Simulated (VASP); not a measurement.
Set up this calculation in VASP 6.6.1, as the native input.

```yaml
Task: relaxation of cell and atoms
Functional: PBE
Potentials_or_basis: VASP PAW PBE potentials, release 64 (Mg, S)
Cutoff: 600 eV
k_mesh: 12 × 12 × 6
Occupations: gaussian, width 0.1 eV
Spin: no spin polarisation
Dipole_correction: no
Further_INCAR_settings: ALGO = Normal; EDIFF = 1e-06; IBRION = 2; EDIFFG = -0.01; NSW = 100; ISIF = 3
```

The structure of MgS5 lies in POSCAR:

```
MgS5
1.0
    4.6503363597      0.0000000000      0.0000000000
   -2.3251681798      4.0273094236      0.0000000000
    0.0000000000      0.0000000000      7.3592561543
Mg S
1 5
Direct
    0.0000000000      0.0000000000      0.0000000000
    0.0000000000      0.7365489813      0.5000000000
    0.7365489813      0.0000000000      0.5000000000
    0.2634510187      0.2634510187      0.5000000000
    0.6666666667      0.3333333333      0.0000000000
    0.3333333333      0.6666666667      0.0000000000
```

The cell was built from a structure type or drawn by symmetry, and may not be a known phase.

One way to write it, as run:

INCAR

```
SYSTEM = MgS5
ALGO = Normal ; EDIFF = 1E-6
EDIFFG = -0.01 ; ENCUT = 600
GGA = PE ; IBRION = 2
ISIF = 3 ; ISMEAR = 0
LASPH = .TRUE. ; LCHARG = .FALSE.
LREAL = .FALSE. ; LWAVE = .FALSE.
NELM = 60 ; NSW = 100
PREC = Accurate ; SIGMA = 0.1
```

KPOINTS

```
k-points
0
G
  12 12 6
  0 0 0
```

Potentials or basis: VASP PAW PBE potentials, release 64 (Mg, S).

Launch:

```console
$ cat potpaw_PBE.64/Mg/POTCAR potpaw_PBE.64/S/POTCAR > POTCAR
$ mpirun -np 1 vasp_std > vasp.out
```

Results of the run:

```yaml
Relaxed_volume: 22.59 Å³/atom
Relaxed_cell: a = 4.670 Å, b = 4.670 Å, c = 7.179 Å, α = 90.00°, β = 90.00°, γ = 120.00°
Space_group_after_relaxing_to_0.1_Å: P-62m (No. 189)
Energy_gained_by_relaxing: 1.3 meV/atom
Ionic_steps: 19
Pressure_after_relaxing: 0.0 GPa
Largest_force_after_relaxing: 0.004 eV/Å
Band_gap_on_the_k_mesh: zero (bands 16 and 17 overlap by 0.66 eV)
```

Caveat: semilocal functionals underestimate gaps, so a narrow gap can read as zero.

Run time: 58 min on 1 thread of Intel Xeon 8259CL, with other jobs on the host, peak memory 0.47 GiB.
